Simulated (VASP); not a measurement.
# Si (Fmm2) in VASP: a series of runs

Si is run at these levels: PBE+D3(BJ); tasks: single point.

All numbers are computed with VASP 6.6.1; they aren't measurements. Logs are shortened: lines on timing, memory, paths and dates and some standing lists are left out, and cuts for length are marked.

## Step 1: The cell of the first run

Symmetry: Fmm2, No. 42, orthorhombic system. The conventional cell has a = 5.238 Å, b = 9.162 Å, c = 9.162 Å, α = 90.00°, β = 90.00°, γ = 90.00°. Within 2.9 Å of Si (site symmetry mm2) lie 10 Si at 2.14 to 2.85 Å. Within 2.8 Å of Si (site symmetry m) lie 9 Si at 2.14 to 2.64 Å. Within 3.5 Å of Si (site symmetry mm2) lie 14 Si at 2.64 to 3.24 Å. Si (site symmetry 2) has 14 Si at 2.62 to 3.24 Å within 3.5 Å. Within 3.5 Å of Si (site symmetry m) lie 13 Si at 2.62 to 3.24 Å.

## Step 2: Single point, PBE+D3(BJ) (atom 1 (Si) moved -0.600 Å along Cartesian [1 -1 0])

Input file INCAR:

```
ALGO = Fast ; EDIFF = 1E-6
ENCUT = 520 ; GGA = PE
ISIF = 2 ; ISMEAR = 0
IVDW = 12 ; LASPH = T
LCHARG = T ; LELF = T
LREAL = F ; LVHAR = T
LWAVE = F ; NBANDS = 26
NELM = 100 ; PREC = Accurate
SIGMA = 0.15
```

Input file KPOINTS:

```
k-points
0
Gamma
  16 16 16
```

Input file POSCAR:

```
Si
1.0
    0.0000000000      0.0000000000     -5.2382845215
   -3.2391234626     -3.2391234626     -2.6191422607
   -3.2391234626      3.2391234626     -2.6191422607
Si
8
Direct
    0.4345094323      0.5000000000      0.6309811354
    0.5000000000      0.5000000000      0.0000000000
    0.0000000000      0.5000000000      0.5000000000
    0.5000000000      0.0000000000      0.5000000000
    0.0000000000      0.5000000000      0.0000000000
    0.5000000000      0.0000000000      0.0000000000
    0.0000000000      0.0000000000      0.5000000000
    0.0000000000      0.0000000000      0.0000000000
```

Potentials or basis: VASP PAW PBE potentials, release 64 (Si).

The run is started by

```bash
cat potpaw_PBE.64/Si/POTCAR > POTCAR
mpirun -np 1 vasp_std > vasp.out
```

OUTCAR:

```text
EDIFF = 1E-6
   ENCUT = 520
   GGA = PE
   ISIF = 2
   ISMEAR = 0
   IVDW = 12
   LASPH = T
   LREAL = F
   NELM = 100
   PREC = Accurate
 IVDW          = 12

 ion  position               nearest neighbor table
   1  0.435  0.500  0.631-   2 2.14   5 2.14   3 2.69   3 2.69   4 2.71   4 2.71   7 2.71   7 2.71
                             8 2.85   6 2.85
   2  0.500  0.500  0.000-   1 2.14   5 2.62   5 2.62   6 2.64   6 2.64   8 2.64   3 2.64   3 2.64
                             8 2.64
   3  0.000  0.500  0.500-   5 2.64   7 2.64   5 2.64   7 2.64   4 2.64   2 2.64   2 2.64   4 2.64
                             1 2.69   1 2.69
   4  0.500  0.000  0.500-   7 2.62   7 2.62   6 2.64   6 2.64   3 2.64   3 2.64   8 2.64   8 2.64
                             1 2.71   1 2.71
   5  0.000  0.500  0.000-   1 2.14   2 2.62   2 2.62   8 2.64   3 2.64   8 2.64   3 2.64   6 2.64
                             6 2.64
   6  0.500  0.000  0.000-   8 2.62   8 2.62   2 2.64   4 2.64   2 2.64   4 2.64   5 2.64   5 2.64
                             7 2.64   7 2.64   1 2.85
   7  0.000  0.000  0.500-   4 2.62   4 2.62   8 2.64   8 2.64   3 2.64   3 2.64   6 2.64   6 2.64
                             1 2.71   1 2.71
   8  0.000  0.000  0.000-   6 2.62   6 2.62   7 2.64   7 2.64   5 2.64   5 2.64   4 2.64   2 2.64
                             4 2.64   2 2.64   1 2.85

  LATTYP: Found a body centered tetragonal cell.
 ALAT       =     6.4782469252
 C/A-ratio  =     0.8085959955

  Lattice vectors:

 A1 = (  -3.2391234626,  -3.2391234626,   2.6191422608)
 A2 = (   3.2391234626,   3.2391234626,   2.6191422607)
 A3 = (  -3.2391234626,   3.2391234626,  -2.6191422607)

Analysis of symmetry for initial positions (statically):
=====================================================================
 Subroutine PRICEL returns:
 Original cell was already a primitive cell.

 Routine SETGRP: Setting up the symmetry group for a
 body centered tetragonal supercell.

 Subroutine GETGRP returns: Found  4 space group operations
 (whereof  2 operations were pure point group operations)
 out of a pool of 16 trial point group operations.

The static configuration has the point symmetry C_1h.
 The point group associated with its full space group is C_2v.

Analysis of symmetry for dynamics (positions and initial velocities):
=====================================================================
 Subroutine PRICEL returns:
 Original cell was already a primitive cell.

 Routine SETGRP: Setting up the symmetry group for a
 body centered tetragonal supercell.

 Subroutine GETGRP returns: Found  4 space group operations
 (whereof  2 operations were pure point group operations)
 out of a pool of 16 trial point group operations.

The dynamic configuration has the point symmetry C_1h.
 The point group associated with its full space group is C_2v.

 Subroutine INISYM returns: Found  4 space group operations
 (whereof  2 operations are pure point group operations),
 and found     1 'primitive' translations

----------------------------------------------------------------------------------------

                                     Primitive cell

  volume of cell :     109.9193

  direct lattice vectors                    reciprocal lattice vectors
     0.000000000  0.000000000 -5.238284521     0.154362748  0.000000000 -0.190902192
    -3.239123463 -3.239123463 -2.619142261    -0.154362748 -0.154362748  0.000000000
    -3.239123463  3.239123463 -2.619142261    -0.154362748  0.154362748  0.000000000

  length of vectors
     5.238284521  5.276717521  5.276717521     0.245502556  0.218301892  0.218301892

  position of ions in fractional coordinates (direct lattice)
     0.434509432  0.500000000  0.630981135
     0.500000000  0.500000000  0.000000000
     0.000000000  0.500000000  0.500000000
     0.500000000  0.000000000  0.500000000
     0.000000000  0.500000000  0.000000000
     0.500000000  0.000000000  0.000000000
     0.000000000  0.000000000  0.500000000
     0.000000000  0.000000000  0.000000000

  ion indices of the primitive-cell ions
   primitive index   ion index
                 1           1
                 2           2
                 3           3
                 4           4
                 5           5
                 6           6
                 7           7
                 8           8

----------------------------------------------------------------------------------------

 KPOINTS: k-points

Automatic generation of k-mesh.
 Grid dimensions read from file:
 generate k-points for:   16   16   16

 Generating k-lattice:

  Cartesian coordinates                     Fractional coordinates (reciprocal lattice)
     0.009647672  0.000000000 -0.011931387     0.062500000  0.000000000  0.000000000
    -0.009647672 -0.009647672  0.000000000     0.000000000  0.062500000  0.000000000
    -0.009647672  0.009647672  0.000000000     0.000000000  0.000000000  0.062500000

  Length of vectors
     0.015343910  0.013643868  0.013643868

  Shift w.r.t. Gamma in fractional coordinates (k-lattice)
     0.000000000  0.000000000  0.000000000

 Subroutine IBZKPT returns following result:
 ===========================================

 Found    621 irreducible k-points:

 Following reciprocal coordinates:
            Coordinates               Weight
  0.000000  0.000000  0.000000      1.000000
  0.062500  0.000000  0.000000      8.000000
  0.125000  0.000000  0.000000      8.000000
  0.187500  0.000000  0.000000      8.000000
  0.250000  0.000000  0.000000      8.000000
  0.312500  0.000000  0.000000      8.000000
[... 16 lines left out ...]
  0.437500  0.437500  0.062500      8.000000
  0.500000  0.062500  0.000000      8.000000
 [... further k-points ...]
   k-points           NKPTS =    621   k-points in BZ     NKDIM =    621   number of bands    NBANDS=     26
   number of dos      NEDOS =    301   number of ions     NIONS =      8
   total plane-waves  NPLWV =  64000
   dimension x,y,z NGX =    40 NGY =   40 NGZ =   40
   dimension x,y,z NGXF=    80 NGYF=   80 NGZF=   80
   ions per type =               8
   NGX,Y,Z   is equivalent  to a cutoff of  12.69, 12.60, 12.60 a.u.
   NGXF,Y,Z  is equivalent  to a cutoff of  25.39, 25.20, 25.20 a.u.
 SYSTEM =  unknown system
   PREC   = accura    normal or accurate (medium, high low for compatibility)
   ISTART =      0    job   : 0-new  1-cont  2-samecut
   ICHARG =      2    charge: 1-file 2-atom 10-const
   ISPIN  =      1    spin polarized calculation?
   LNONCOLLINEAR =      F non collinear calculations
   LSORBIT =      F    spin-orbit coupling
   LASPH  =      T    aspherical Exc in radial PAW
   ENCUT  =  520.0 eV  38.22 Ry    6.18 a.u.   9.74  9.81  9.81*2*pi/ulx,y,z
   NELM   =    100;   NELMIN=  2; NELMDL= -5     # of ELM steps
   EDIFF  = 0.1E-05   stopping-criterion for ELM
   LREAL  =      F    real-space projection
   EDIFFG = 0.1E-04   stopping-criterion for IOM
   NSW    =      0    number of steps for IOM
   IBRION =     -1    ionic relax: 0-MD 1-quasi-New 2-CG
   NFREE  =      0    steps in history (QN), initial steepest desc. (CG)
   ISIF   =      2    stress and relaxation
   ISYM   =      2    0-nonsym 1-usesym 2-fastsym
   POTIM  = 0.5000    time-step for ionic-motion
   TEBEG  =    0.0;   TEEND  =   0.0 temperature during run
   PSTRESS=    0.0 pullay stress
   NELECT =      32.0000    total number of electrons
   NUPDOWN=      -1.0000    fix difference up-down
   EMIN   =  10.00;   EMAX   =-10.00  energy-range for DOS
   EFERMI =   0.00;   METHOD = LEGACY
   ISMEAR =     0;   SIGMA  =   0.15  broadening in eV -4-tet -1-fermi 0-gaus
   EFERMI_NEDOS =   21; number of points for ismear=-14 and -15
   IALGO  =     68    algorithm
   IMIX   =      4    mixing-type and parameters
     AMIX     =   0.40;   BMIX     =  1.00
     AMIX_MAG =   1.60;   BMIX_MAG =  1.00
  volume/ion in A,a.u.               =      13.74        92.72
  Fermi-wavevector in a.u.,A,eV,Ry     =   1.085009  2.050370 16.017393  1.177245
  Thomas-Fermi vector in A             =   2.221113
   LORBIT       =      0    0 simple, 1 ext, 2 COOP (PROOUT), +10 PAW based schemes
   GGA     = PE    functional components
   LHFCALC =     F    Hartree Fock is set to
   AEXX    =    0.0000 exact exchange contribution
   IVDW    =    12    specifies the selected vdW correction
   LEPSILON=     F    determine dielectric tensor
   LRPA    =     F    only Hartree local field effects (RPA)
 non-spin polarized calculation
 RMM-DIIS sequential band-by-band and
 Gauss-broadening in eV      SIGMA  =   0.15
  energy-cutoff  :      520.00
  volume of cell :      109.92
 maximum number of plane-waves:      3002
   NGX = 19   NGY = 19   NGZ = 19

 number of electron      31.9999997 magnetization

 Free energy of the ion-electron system (eV)
  ---------------------------------------------------
  ext. energy  EPLUGINS =         0.00000000
  ---------------------------------------------------
  free energy    TOTEN  =       -38.32627703 eV

  energy without entropy =      -38.28995432  energy(sigma->0) =      -38.30811567

 E-fermi :  10.7441     XC(G=0): -11.3629

 val. band max:       10.7428283007   @ k =  -0.0625   0.4375   0.3125
 cond. band min:      10.7447469072   @ k =   0.4375   0.3125  -0.3125
 fundamental gap:      0.0019186065
 Fermi energy:        10.7440630814

 k-point     1 :       0.0000    0.0000    0.0000
  band No.  band energies     occupation
      1      -4.2892      2.00000
      2       1.3873      2.00000
      3       2.3002      2.00000
      4       3.0671      2.00000
      5       3.1466      2.00000
      6       3.5292      2.00000
[... 18 lines left out ...]
     25      17.2500      0.00000
     26      17.3530      0.00000

 k-point     2 :       0.0625    0.0000    0.0000
  band No.  band energies     occupation
      1      -4.2561      2.00000
      2       1.2962      2.00000
      3       2.2181      2.00000
      4       2.8641      2.00000
      5       3.1207      2.00000
      6       3.4609      2.00000
[... 630 lines left out ...]
 k-point    24 :       0.5000    0.0625    0.0000
  band No.  band energies     occupation
      1      -2.5077      2.00000
      2      -1.7580      2.00000
      3       0.4922      2.00000
      4       1.2153      2.00000
      5       1.6810      2.00000
      6       2.2013      2.00000
[... 18 lines left out ...]
     25      15.7354      0.00000
     26      16.5708      0.00000

 [... further k-points ...]

------------------------ aborting loop because EDIFF is reached ----------------------------------------

 Edisp (eV)   -3.61850

 E8    (eV) :    -1.4806

  FORCE on cell =-STRESS in cart. coord.  units (eV):
  Direction    XX          YY          ZZ          XY          YZ          ZX
  --------------------------------------------------------------------------------------
  -------------------------------------------------------------------------------------
  Total       3.88282     3.88282     4.26929    -3.94022     0.00000    -0.00000
  in kB      56.59574    56.59574    62.22897   -57.43247     0.00000    -0.00000
  external pressure =       58.47 kB  Pullay stress =        0.00 kB

 VOLUME and BASIS-vectors are now :
 -----------------------------------------------------------------------------
  energy-cutoff  :      520.00
  volume of cell :      109.92
      direct lattice vectors                 reciprocal lattice vectors
     0.000000000  0.000000000 -5.238284521     0.154362748  0.000000000 -0.190902192
    -3.239123463 -3.239123463 -2.619142261    -0.154362748 -0.154362748  0.000000000
    -3.239123463  3.239123463 -2.619142261    -0.154362748  0.154362748  0.000000000

 POSITION                                       TOTAL-FORCE (eV/Angst)
 -----------------------------------------------------------------------------------
     -3.66339      0.42426     -5.23828         3.681570     -3.681570     -0.000000
     -1.61956     -1.61956     -3.92871        -2.017654      2.017654     -2.305684
     -3.23912      0.00000     -2.61914         0.426526     -0.426526     -0.000000
     -1.61956      1.61956     -3.92871         0.115890     -0.115890     -0.000000
     -1.61956     -1.61956     -1.30957        -2.017654      2.017654      2.305684
      0.00000      0.00000     -2.61914         0.079661      0.384230     -0.000000
     -1.61956      1.61956     -1.30957         0.115890     -0.115890     -0.000000
      0.00000      0.00000      0.00000        -0.384230     -0.079661      0.000000
 -----------------------------------------------------------------------------------
    total drift:                                0.000002     -0.000002     -0.000000

  FREE ENERGIE OF THE ION-ELECTRON SYSTEM (eV)
  ---------------------------------------------------
  free  energy   TOTEN  =       -41.9447801785 eV

  energy  without entropy=      -41.9084574752  energy(sigma->0) =      -41.92661883
```

Run time: 28 min. Hardware: 1 thread of Oxide Virtual Turin-like, shared host; peak memory 1.1 GiB.

What came out:

```
Free energy                : -41.9448 eV
Pressure                   : 5.8 GPa
Largest force              : 5.207 eV/Å
Band gap on the k mesh     : zero (bands 16 and 17 overlap by 2.45 eV)
Dispersion energy per atom : -0.452 eV
```

Forces in eV/Å, atoms in the order of the input:
```
Si   3.682 -3.682  0.000
Si  -2.018  2.018 -2.306
Si   0.427 -0.427  0.000
Si   0.116 -0.116  0.000
Si  -2.018  2.018  2.306
Si   0.080  0.384  0.000
Si   0.116 -0.116  0.000
Si  -0.384 -0.080  0.000
```

Stress tensor (GPa, compression positive):
```
 5.66 -5.74  0.00
-5.74  5.66  0.00
 0.00  0.00  6.22
```

Caveat: the cell differs from its parent crystal (atom 1 (Si) moved -0.600 Å along Cartesian [1 -1 0]); the cell stands under pressure; forces of over 1 eV/Å act on the atoms, so gaps and moduli don't describe the material at rest.

## Step 3: Single point, PBE+D3(BJ) (atom 1 (Si) moved -0.200 Å along Cartesian [1 -1 0])

Input file INCAR:

```
SYSTEM = Si
ALGO     = Fast           ! electronic algorithm
EDIFF    = 1E-6           ! SCF threshold, eV
ENCUT    = 520            ! plane-wave cutoff, eV
GGA      = PE             ! functional
ISIF     = 2              ! what is computed and relaxed
ISMEAR   = 0              ! smearing method
IVDW     = 12             ! dispersion correction
LASPH    = .TRUE.         ! aspherical terms in the spheres
LCHARG   = .TRUE.         ! write CHGCAR
LELF     = .TRUE.         ! ELF
LREAL    = .FALSE.        ! projectors in reciprocal space
LVHAR    = .TRUE.       
LWAVE    = .FALSE.        ! write WAVECAR
NBANDS   = 26             ! bands
NELM     = 60             ! most SCF steps
PREC     = Accurate       ! precision mode
SIGMA    = 0.15           ! smearing width, eV
```

Input file KPOINTS:

```
k-points
0
G
  16 16 16
  0 0 0
```

Changes to POSCAR since step 2:

```diff
@@ -8,3 +8,3 @@
 Direct
-    0.4345094323      0.5000000000      0.6309811354
+    0.4781698108      0.5000000000      0.5436603785
     0.5000000000      0.5000000000      0.0000000000
```

Potentials or basis: VASP PAW PBE potentials, release 64 (Si).

The run is started by

```bash
cat potpaw_PBE.64/Si/POTCAR > POTCAR
mpirun -np 1 vasp_std > vasp.out
```

OUTCAR:

```text
SYSTEM = Si
   EDIFF = 1E-6
   ENCUT = 520
   GGA = PE
   ISIF = 2
   ISMEAR = 0
   IVDW = 12
   LASPH = .TRUE.
   LREAL = .FALSE.
   NELM = 60
   PREC = Accurate
 IVDW          = 12

 ion  position               nearest neighbor table
   1  0.478  0.500  0.544-   2 2.47   5 2.47   3 2.63   3 2.63   4 2.65   7 2.65   4 2.65   7 2.65
                             5 2.81   2 2.81   8 3.10   6 3.10
   2  0.500  0.500  0.000-   1 2.47   5 2.62   5 2.62   6 2.64   6 2.64   8 2.64   3 2.64   3 2.64
                             8 2.64   1 2.81
   3  0.000  0.500  0.500-   1 2.63   1 2.63   7 2.64   5 2.64   7 2.64   5 2.64   2 2.64   4 2.64
                             2 2.64   4 2.64
   4  0.500  0.000  0.500-   7 2.62   7 2.62   6 2.64   6 2.64   3 2.64   3 2.64   8 2.64   8 2.64
[... 925 lines left out ...]
  in kB       6.69678     6.69678     0.58200    -6.50796     0.00000    -0.00000
  external pressure =        4.66 kB  Pullay stress =        0.00 kB

 VOLUME and BASIS-vectors are now :
 -----------------------------------------------------------------------------
  energy-cutoff  :      520.00
  volume of cell :      109.92
      direct lattice vectors                 reciprocal lattice vectors
     0.000000000  0.000000000 -5.238284521     0.154362748  0.000000000 -0.190902192
    -3.239123463 -3.239123463 -2.619142261    -0.154362748 -0.154362748  0.000000000
    -3.239123463  3.239123463 -2.619142261    -0.154362748  0.154362748  0.000000000

 POSITION                                       TOTAL-FORCE (eV/Angst)
 -----------------------------------------------------------------------------------
     -3.38054      0.14142     -5.23828         0.604816     -0.604816     -0.000000
     -1.61956     -1.61956     -3.92871        -0.354982      0.354982     -0.374334
     -3.23912      0.00000     -2.61914         0.140511     -0.140511     -0.000000
     -1.61956      1.61956     -3.92871         0.039081     -0.039081     -0.000000
     -1.61956     -1.61956     -1.30957        -0.354982      0.354982      0.374334
      0.00000      0.00000     -2.61914         0.017945      0.131471     -0.000000
     -1.61956      1.61956     -1.30957         0.039081     -0.039081     -0.000000
      0.00000      0.00000      0.00000        -0.131471     -0.017945      0.000000
 -----------------------------------------------------------------------------------
    total drift:                               -0.000001      0.000001      0.000000

  FREE ENERGIE OF THE ION-ELECTRON SYSTEM (eV)
  ---------------------------------------------------
  free  energy   TOTEN  =       -42.9804251988 eV

  energy  without entropy=      -42.9444544589  energy(sigma->0) =      -42.96243983
```

Wall time 36 min (1 thread of Oxide Virtual Turin-like, shared host); peak memory 1.1 GiB.

Results:

```
Free energy                : -42.9804 eV
Pressure                   : 0.5 GPa
Largest force              : 0.855 eV/Å
Band gap on the k mesh     : zero (bands 16 and 17 overlap by 2.68 eV)
Dispersion energy per atom : -0.452 eV
```

Forces on the atoms (eV/Å):
```
Si   0.605 -0.605  0.000
Si  -0.355  0.355 -0.374
Si   0.141 -0.141  0.000
Si   0.039 -0.039  0.000
Si  -0.355  0.355  0.374
Si   0.018  0.131  0.000
Si   0.039 -0.039  0.000
Si  -0.131 -0.018  0.000
```

Caveat: the cell differs from its parent crystal (atom 1 (Si) moved -0.200 Å along Cartesian [1 -1 0]).
